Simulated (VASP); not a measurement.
Runs of VASP 6.6.1 on LiBr. The structure is that of space group Fm-3m (No. 225), or close to it. The cells are those of the table. 

```csv
task,cell,gap on the mesh (eV),pressure (GPa)
single point,"a = 3.897 Å, angles 60.0°, 2 atoms",4.92,0.0
single point,"a = 3.857 Å, angles 60.0°, 2 atoms",5.05,0.8
single point,"a = 3.973 Å, angles 60.0°, 2 atoms",4.68,-1.4
single point,"a = 3.890 Å, angles 60.0°, 2 atoms",(a),(b)
relaxation of cell and atoms,"relaxed from a = 3.890 Å, angles 60.0°, 2 atoms",4.93,0.0
```

Alike in all rows: level PBE; potentials or basis VASP PAW PBE potentials, release 64 (Li_sv, Br); no spin polarisation; k mesh 8 × 8 × 8; cutoff (eV) 750; smearing gaussian 0.02 eV.

Fill in the values left out.

(a) 4.94; (b) 0.1.

A k mesh can miss the band edges, and the runs leave out spin-orbit coupling on Br.
